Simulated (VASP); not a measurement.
Input of a VASP 6.6.1 run:

File INCAR:

```
SYSTEM = Mo12S
  PREC = Accurate
  ENCUT = 520
  EDIFF = 1E-6
  ISMEAR = 0
  SIGMA = 0.1
  LREAL = .FALSE.
  LASPH = .TRUE.
  NELM = 80
  ALGO = Normal
  ISIF = 2
  LWAVE = .FALSE.
  LCHARG = .FALSE.
  LDIPOL = .TRUE.
  IDIPOL = 3
  DIPOL = 0.5 0.5 0.328
  GGA = PE
  NBANDS = 99
```

Contents of KPOINTS:

```
regular mesh
0
G
  5 5 1
  0 0 0
```

Contents of POSCAR:

```
Mo12S
1.0
    5.4740909335      0.0000000000      0.0000000000
   -1.8246969778      5.1610224265      0.0000000000
    0.0000000000      0.0000000000     19.8082441086
Mo S
12 1
Direct
    0.2500000000      0.2500000000      0.2019361221
    0.2500000000      0.7500000000      0.2019361221
    0.7500000000      0.2500000000      0.2019361221
    0.7500000000      0.7500000000      0.2019361221
    0.0000000000      0.0000000000      0.3106875862
    0.0000000000      0.5000000000      0.3106875862
    0.5000000000      0.0000000000      0.3106875862
    0.5000000000      0.5000000000      0.3106875862
    0.2500000000      0.2500000000      0.4194336491
    0.2500000000      0.7500000000      0.4194336491
    0.7500000000      0.2500000000      0.4194336491
    0.7500000000      0.7500000000      0.4194336491
    0.2500000000      0.2500000000      0.5298957079
```

Potentials or basis: VASP PAW PBE potentials, release 64 (Mo_sv, S).

Command:

```sh
$ cat potpaw_PBE.64/Mo_sv/POTCAR potpaw_PBE.64/S/POTCAR > POTCAR
$ mpirun -np 1 vasp_std > vasp.out
```

(1) Predict the largest force.

(2) Predict the band gap on the k mesh.

## Answers

(1) 1.227 eV/Å.

(2) zero (bands 87 and 88 overlap by 1.47 eV).
